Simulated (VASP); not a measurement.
Runs of VASP 6.6.1 on GaN. Symmetry: F-43m, No. 216, cubic system. Conventional cell: a = 4.498 Å, b = 4.498 Å, c = 4.498 Å, α = 90.00°, β = 90.00°, γ = 90.00°. Within 2.6 Å of Ga (site symmetry -43m) lie 4 N at 1.95 Å. Within 2.6 Å of N (site symmetry -43m) lie 4 Ga at 1.95 Å. 

```csv
level,k mesh,grid for exact exchange (PRECFOCK),share of exact exchange,screening parameter,gap on the mesh (eV),pressure (GPa)
PBE-based global hybrid with 75 % exact exchange,4 × 4 × 4,Normal,0.75,-,8.32,(b)
PBE-based global hybrid with 5 % exact exchange,4 × 4 × 4,Normal,0.05,-,2.15,4.9
PBE-based global hybrid with 10 % exact exchange,4 × 4 × 4,Normal,0.1,-,2.57,3.6
HSE06,4 × 4 × 4,Normal,0.25,0.2079 1/Å,(c),-0.1
PBEsol,6 × 6 × 6,-,-,-,1.72,-0.2
PBE-based screened hybrid with 35 % exact exchange,4 × 4 × 4,Normal,0.35,0.3 1/Å,3.28,(a)
```

Alike in all rows: task single point; potentials or basis VASP PAW PBE potentials, release 64 (Ga_d, N); no spin polarisation; cell as given; cutoff (eV) 520; smearing gaussian 0.01 eV.

Problem. Estimate the missing entries.

Solution. (a) -1.9; (b) -11.9; (c) 3.06.

Caveats: some runs use coarse meshes; the structure was generated, so it needn't be the stable form of GaN; the PAW data sets were made with another functional, which shifts forces and pressure a little.

A k mesh can miss the band edges, and the runs leave out spin-orbit coupling on Ga.
